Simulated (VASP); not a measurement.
# Cu in VASP: notebook

Aim: see how the results for Cu move with the level of theory and the settings. Levels: BLYP, LDA, PBEsol. Tasks: single point.

Everything below comes from runs of VASP 6.6.1. Logs are shortened: lines on timing, memory, paths and dates and some standing lists are left out, and cuts for length are marked.

### 1 The cell of the first run

The cell holds a slab with vacuum, 6 atoms: a = 2.504 Å, b = 2.504 Å, c = 24.576 Å, α = 90.00°, β = 90.00°, γ = 120.00°.

### 2 Single point, BLYP

The input, INCAR:

```
AGGAC    = 1.0          
AGGAX    = 1.0          
ALDAC    = 0.0          
ALDAX    = 1.0          
ALGO     = Normal         # electronic algorithm
EDIFF    = 1E-6           # SCF threshold, eV
ENCUT    = 600            # plane-wave cutoff, eV
GGA      = B5             # functional
GGA_COMPAT= False        
ISIF     = 2              # what is computed and relaxed
ISMEAR   = -1             # smearing method
LASPH    = True           # aspherical terms in the spheres
LCHARG   = True           # write CHGCAR
LELF     = True           # ELF
LREAL    = False          # projectors in reciprocal space
LVHAR    = True         
LWAVE    = False          # write WAVECAR
NBANDS   = 42             # bands
NELM     = 120            # most SCF steps
PREC     = Accurate       # precision mode
SIGMA    = 0.1            # smearing width, eV
```

The input, KPOINTS:

```
k-points
0
Gamma
  12 12 1
```

The input, POSCAR:

```
Cu
1.0
    2.5036580000      0.0000000000      0.0000000000
   -1.2518290000      2.1682314304      0.0000000000
    0.0000000000      0.0000000000     24.5755890000
Cu
6
Direct
    0.0000000000      0.0000000000      0.3737640000
    0.0000000000      0.0000000000      0.6262360000
    0.6666666667      0.3333333333      0.2896140000
    0.3333333333      0.6666666667      0.7103860000
    0.3333333333      0.6666666667      0.4579910000
    0.6666666667      0.3333333333      0.5420090000
```

Potentials or basis: VASP PAW PBE potentials, release 64 (Cu).

Command:

```bash
cat potpaw_PBE.64/Cu/POTCAR > POTCAR
mpirun -np 1 vasp_std > vasp.out
```

OUTCAR:

```text
EDIFF = 1E-6
   ENCUT = 600
   GGA = B5
   ISIF = 2
   ISMEAR = -1
   LASPH = True
   LREAL = False
   NELM = 120
   PREC = Accurate

 ion  position               nearest neighbor table
   1  0.000  0.000  0.374-   3 2.52   3 2.52   3 2.52   5 2.52   5 2.52   5 2.52
   2  0.000  0.000  0.626-   4 2.52   4 2.52   4 2.52   6 2.52   6 2.52   6 2.52
   3  0.667  0.333  0.290-   1 2.52   1 2.52   1 2.52
   4  0.333  0.667  0.710-   2 2.52   2 2.52   2 2.52
   5  0.333  0.667  0.458-   6 2.52   6 2.52   6 2.52   1 2.52   1 2.52   1 2.52
   6  0.667  0.333  0.542-   5 2.52   5 2.52   5 2.52   2 2.52   2 2.52   2 2.52

  LATTYP: Found a hexagonal cell.
 ALAT       =     2.5036580000
 C/A-ratio  =     9.8158730146

  Lattice vectors:

 A1 = (   2.5036580000,   0.0000000000,   0.0000000000)
 A2 = (  -1.2518290000,   2.1682314304,   0.0000000000)
 A3 = (   0.0000000000,   0.0000000000,  24.5755890000)

Analysis of symmetry for initial positions (statically):
=====================================================================
 Subroutine PRICEL returns:
 Original cell was already a primitive cell.

 Routine SETGRP: Setting up the symmetry group for a
 hexagonal supercell.

 Subroutine GETGRP returns: Found 12 space group operations
 (whereof 12 operations were pure point group operations)
 out of a pool of 24 trial point group operations.

The static configuration has the point symmetry D_3d.

Analysis of symmetry for dynamics (positions and initial velocities):
=====================================================================
 Subroutine PRICEL returns:
 Original cell was already a primitive cell.

 Routine SETGRP: Setting up the symmetry group for a
 hexagonal supercell.

 Subroutine GETGRP returns: Found 12 space group operations
 (whereof 12 operations were pure point group operations)
 out of a pool of 24 trial point group operations.

The dynamic configuration has the point symmetry D_3d.

 Subroutine INISYM returns: Found 12 space group operations
 (whereof 12 operations are pure point group operations),
 and found     1 'primitive' translations

----------------------------------------------------------------------------------------

                                     Primitive cell

  volume of cell :     133.4088

  direct lattice vectors                    reciprocal lattice vectors
     2.503658000  0.000000000  0.000000000     0.399415575  0.230602690  0.000000000
    -1.251829000  2.168231430  0.000000000     0.000000000  0.461205380  0.000000000
     0.000000000  0.000000000 24.575589000     0.000000000  0.000000000  0.040690785

  length of vectors
     2.503658000  2.503658000 24.575589000     0.461205380  0.461205380  0.040690785

  position of ions in fractional coordinates (direct lattice)
     0.000000000  0.000000000  0.373764000
     0.000000000  0.000000000  0.626236000
     0.666666667  0.333333333  0.289614000
     0.333333333  0.666666667  0.710386000
     0.333333333  0.666666667  0.457991000
     0.666666667  0.333333333  0.542009000

  ion indices of the primitive-cell ions
   primitive index   ion index
                 1           1
                 2           2
                 3           3
                 4           4
                 5           5
                 6           6

----------------------------------------------------------------------------------------

 KPOINTS: k-points

Automatic generation of k-mesh.
 Grid dimensions read from file:
 generate k-points for:   12   12    1

 Generating k-lattice:

  Cartesian coordinates                     Fractional coordinates (reciprocal lattice)
     0.033284631  0.019216891  0.000000000     0.083333333  0.000000000  0.000000000
     0.000000000  0.038433782  0.000000000     0.000000000  0.083333333  0.000000000
     0.000000000  0.000000000  0.040690785     0.000000000  0.000000000  1.000000000

  Length of vectors
     0.038433782  0.038433782  0.040690785

  Shift w.r.t. Gamma in fractional coordinates (k-lattice)
     0.000000000  0.000000000  0.000000000

 Subroutine IBZKPT returns following result:
 ===========================================

 Found     19 irreducible k-points:

 Following reciprocal coordinates:
            Coordinates               Weight
  0.000000  0.000000  0.000000      1.000000
  0.083333  0.000000  0.000000      6.000000
  0.166667  0.000000  0.000000      6.000000
  0.250000 -0.000000  0.000000      6.000000
  0.333333  0.000000  0.000000      6.000000
  0.416667  0.000000  0.000000      6.000000
[... 11 lines left out ...]
  0.333333  0.250000  0.000000     12.000000
  0.333333  0.333333  0.000000      2.000000
   k-points           NKPTS =     19   k-points in BZ     NKDIM =     19   number of bands    NBANDS=     42
   number of dos      NEDOS =    301   number of ions     NIONS =      6
   total plane-waves  NPLWV =  78400
   dimension x,y,z NGX =    20 NGY =   20 NGZ =  196
   dimension x,y,z NGXF=    40 NGYF=   40 NGZF=  392
   ions per type =               6
   NGX,Y,Z   is equivalent  to a cutoff of  13.28, 13.28, 13.26 a.u.
   NGXF,Y,Z  is equivalent  to a cutoff of  26.56, 26.56, 26.52 a.u.
 SYSTEM =  unknown system
   PREC   = accura    normal or accurate (medium, high low for compatibility)
   ISTART =      0    job   : 0-new  1-cont  2-samecut
   ICHARG =      2    charge: 1-file 2-atom 10-const
   ISPIN  =      1    spin polarized calculation?
   LNONCOLLINEAR =      F non collinear calculations
   LSORBIT =      F    spin-orbit coupling
   LASPH  =      T    aspherical Exc in radial PAW
   ENCUT  =  600.0 eV  44.10 Ry    6.64 a.u.   5.00  5.00 49.08*2*pi/ulx,y,z
   NELM   =    120;   NELMIN=  2; NELMDL= -5     # of ELM steps
   EDIFF  = 0.1E-05   stopping-criterion for ELM
   LREAL  =      F    real-space projection
   EDIFFG = 0.1E-04   stopping-criterion for IOM
   NSW    =      0    number of steps for IOM
   IBRION =     -1    ionic relax: 0-MD 1-quasi-New 2-CG
   NFREE  =      0    steps in history (QN), initial steepest desc. (CG)
   ISIF   =      2    stress and relaxation
   ISYM   =      2    0-nonsym 1-usesym 2-fastsym
   POTIM  = 0.5000    time-step for ionic-motion
   TEBEG  =    0.0;   TEEND  =   0.0 temperature during run
   PSTRESS=    0.0 pullay stress
   NELECT =      66.0000    total number of electrons
   NUPDOWN=      -1.0000    fix difference up-down
   EMIN   =  10.00;   EMAX   =-10.00  energy-range for DOS
   EFERMI =   0.00;   METHOD = LEGACY
   ISMEAR =    -1;   SIGMA  =   0.10  broadening in eV -4-tet -1-fermi 0-gaus
   EFERMI_NEDOS =   21; number of points for ismear=-14 and -15
   IALGO  =     38    algorithm
   IMIX   =      4    mixing-type and parameters
     AMIX     =   0.40;   BMIX     =  1.00
     AMIX_MAG =   1.60;   BMIX_MAG =  1.00
  volume/ion in A,a.u.               =      22.23       150.05
  Fermi-wavevector in a.u.,A,eV,Ry     =   1.294776  2.446772 22.809415  1.676445
  Thomas-Fermi vector in A             =   2.426337
   LORBIT       =      0    0 simple, 1 ext, 2 COOP (PROOUT), +10 PAW based schemes
   GGA     = B5    functional components
   LHFCALC =     F    Hartree Fock is set to
   AEXX    =    0.0000 exact exchange contribution
   IVDW    =     0    specifies the selected vdW correction
   LEPSILON=     F    determine dielectric tensor
   LRPA    =     F    only Hartree local field effects (RPA)
 non-spin polarized calculation
  energy-cutoff  :      600.00
  volume of cell :      133.41
 maximum number of plane-waves:      4509
 NGX is ok and might be reduce to    20
   NGX =  9   NGY =  9   NGZ = 99

 number of electron      65.9999998 magnetization

 Free energy of the ion-electron system (eV)
  ---------------------------------------------------
  ext. energy  EPLUGINS =         0.00000000
  ---------------------------------------------------
  free energy    TOTEN  =       -16.95594728 eV

  energy without entropy =      -16.88085394  energy(sigma->0) =      -16.91840061

 E-fermi :   2.2649     XC(G=0):  -6.9389

 val. band max:        2.0457028620   @ k =   0.2500  -0.0000   0.0000
 cond. band min:       2.2838198990   @ k =   0.3333   0.1667   0.0000
 fundamental gap:      0.2381170370
 Fermi energy:         2.2649190158

 k-point     1 :       0.0000    0.0000    0.0000
  band No.  band energies     occupation
      1      -7.2070      2.00000
      2      -6.5618      2.00000
      3      -5.5489      2.00000
      4      -4.3789      2.00000
      5      -3.5174      2.00000
      6      -3.2434      2.00000
[... 34 lines left out ...]
     41       7.8086      0.00000
     42       9.8774      0.00000

 k-point     2 :       0.0833    0.0000    0.0000
  band No.  band energies     occupation
      1      -6.9737      2.00000
      2      -6.3337      2.00000
      3      -5.3303      2.00000
      4      -4.1745      2.00000
      5      -3.3353      2.00000
      6      -3.0883      2.00000
[... 34 lines left out ...]
     41       7.9963      0.00000
     42      10.0928      0.00000

 k-point     3 :       0.1667    0.0000    0.0000
  band No.  band energies     occupation
      1      -6.2926      2.00000
      2      -5.6737      2.00000
      3      -4.7104      2.00000
      4      -3.6179      2.00000
      5      -2.8579      2.00000
      6      -2.6838      2.00000
[... 34 lines left out ...]
     41       8.6057      0.00000
     42      10.7376      0.00000

 k-point     4 :       0.2500   -0.0000    0.0000
  band No.  band energies     occupation
      1      -5.2393      2.00000
      2      -4.6818      2.00000
      3      -3.8479      2.00000
      4      -2.9741      2.00000
      5      -2.4018      2.00000
      6      -2.2532      2.00000
[... 619 lines left out ...]
     41      10.0656      0.00000
     42      10.7907      0.00000

 k-point    18 :       0.3333    0.2500    0.0000
  band No.  band energies     occupation
      1      -2.3366      2.00000
      2      -2.3299      2.00000
      3      -2.1827      2.00000
      4      -2.1308      2.00000
      5      -2.0467      2.00000
      6      -2.0002      2.00000
[... 34 lines left out ...]
     41       9.2350      0.00000
     42       9.8154      0.00000

 k-point    19 :       0.3333    0.3333    0.0000
  band No.  band energies     occupation
      1      -2.0724      2.00000
      2      -2.0724      2.00000
      3      -2.0506      2.00000
      4      -1.9451      2.00000
      5      -1.9451      2.00000
      6      -1.9450      2.00000
[... 34 lines left out ...]
     41       8.8512      0.00000
     42       8.8512      0.00000

------------------------ aborting loop because EDIFF is reached ----------------------------------------

  FORCE on cell =-STRESS in cart. coord.  units (eV):
  Direction    XX          YY          ZZ          XY          YZ          ZX
  --------------------------------------------------------------------------------------
  -------------------------------------------------------------------------------------
  Total        7.1736311      7.1736311      5.6901946      0.0000000     -0.0000000      0.0000000
  in kB       86.1519367     86.1519368     68.3365619      0.0000000     -0.0000000      0.0000000
  external PRESSURE =      80.2134785 kB  Pullay stress =       0.0000000 kB

 VOLUME and BASIS-vectors are now :
 -----------------------------------------------------------------------------
  energy-cutoff  :      600.00
  volume of cell :      133.41
      direct lattice vectors                 reciprocal lattice vectors
     2.503658000  0.000000000  0.000000000     0.399415575  0.230602690  0.000000000
    -1.251829000  2.168231430  0.000000000     0.000000000  0.461205380  0.000000000
     0.000000000  0.000000000 24.575589000     0.000000000  0.000000000  0.040690785

 POSITION                                       TOTAL-FORCE (eV/Angst)
 -----------------------------------------------------------------------------------
      0.00000      0.00000      9.18547         0.000000      0.000000     -0.004287
      0.00000      0.00000     15.39012        -0.000000      0.000000      0.004287
      1.25183      0.72274      7.11743         0.000000     -0.000000     -0.545498
     -0.00000      1.44549     17.45815        -0.000000      0.000000      0.545498
     -0.00000      1.44549     11.25540        -0.000000      0.000000     -0.029231
      1.25183      0.72274     13.32019         0.000000     -0.000000      0.029231
 -----------------------------------------------------------------------------------
    total drift:                               -0.000000      0.000000      0.000000

  FREE ENERGIE OF THE ION-ELECTRON SYSTEM (eV)
  ---------------------------------------------------
  free  energy   TOTEN  =       -16.9559472801 eV

  energy  without entropy=      -16.8808539403  energy(sigma->0) =      -16.91840061
```

It took 3.1 min on 1 thread of Intel Xeon Platinum 8559C (Emerald Rapids), shared host; peak memory 0.3 GiB.

What came out:

```
Free energy            : -16.9559 eV
Largest force          : 0.545 eV/Å
Band gap on the k mesh : zero (bands 33 and 34 overlap by 5.41 eV)
```

Forces on the atoms (eV/Å):
```
Cu   0.000  0.000 -0.004
Cu   0.000  0.000  0.004
Cu   0.000  0.000 -0.545
Cu   0.000  0.000  0.545
Cu   0.000  0.000 -0.029
Cu   0.000  0.000  0.029
```

Caveat: the PAW data sets were made with another functional, which shifts forces and pressure a little.

### 3 Single point, LDA

The input, INCAR:

```
SYSTEM = Cu
ALGO = Normal
EDIFF = 1E-6
ENCUT = 600
GGA_COMPAT = .False.
ISIF = 2
ISMEAR = -1
LASPH = .True.
LCHARG = .False.
LREAL = .False.
LWAVE = .False.
NBANDS = 42
NELM = 120
PREC = Accurate
SIGMA = 0.1
```

The input, KPOINTS:

```
k-points
0
Gamma
  12 12 1
  0 0 0
```

POSCAR is that of step 2.

Potentials or basis: VASP PAW LDA potentials, release 64 (Cu).

Command:

```bash
cat potpaw_LDA.64/Cu/POTCAR > POTCAR
mpirun -np 1 vasp_std > vasp.out
```

Run time: 2.3 min. Hardware: 1 thread of Intel Xeon Platinum 8559C (Emerald Rapids), shared host; peak memory 0.26 GiB.

The run converged. Its results:

```yaml
Free_energy: -27.0187 eV
Largest_force: 0.279 eV/Å
Band_gap_on_the_k_mesh: zero (bands 33 and 34 overlap by 5.28 eV)
```

Forces in eV/Å, atoms in the order of the input:
```
Cu   0.000  0.000 -0.010
Cu   0.000  0.000  0.010
Cu   0.000  0.000  0.279
Cu   0.000  0.000 -0.279
Cu   0.000  0.000 -0.028
Cu   0.000  0.000  0.028
```

Levels at points of the mesh, in eV from the Fermi level:
```csv
k point,band 29,band 30,band 31,band 32,band 33,band 34,band 35,band 36,band 37,band 38
"(0.00, 0.00, 0.00)",-2.19,-1.98,-1.98,-1.80,-1.80,-1.73,-1.73,-1.03,-0.56,4.36
"(0.50, 0.00, 0.00)",-1.46,-1.46,-0.58,0.23,0.85,1.22,1.46,1.50,4.27,4.91
```

(Continued in part 2 of 2.)
